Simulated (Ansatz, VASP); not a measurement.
# MgO in VASP and in Ansatz

```
Mg O
1.0
     2.62335    0.00000    0.00000
     0.00000    2.62335    0.00000
     0.00000    0.00000    2.62335
Mg O
1 1
Direct
  0.00000 0.00000 0.00000
  0.50000 0.50000 0.50000
```

Alike in both runs: task single point; functional r2SCAN; k mesh 6 × 6 × 6; no spin polarisation.

|  | VASP | Ansatz |
| --- | --- | --- |
| version | VASP 6.6.1 | Ansatz 0.2.0 |
| potentials or method | VASP PAW PBE potentials, release 64 (Mg, O) | plane waves, PAW |
| plane-wave cutoff (eV) | 520 | 500 |
| occupations | gaussian, width 0.01 eV | fixed |
| valence electrons in the cell | 8 | 16 |

```csv
,VASP,Ansatz,Ansatz less VASP
gap on the k mesh at the Fermi level (eV),3.45,3.49,+0.040
pressure (GPa),-1.2,0.0,+1.20
```

VASP's potentials were made for PBE, not for r2SCAN. VASP's potentials hold 8 valence electrons a cell and Ansatz's 16, so a difference there can come from the potentials and not from the codes.
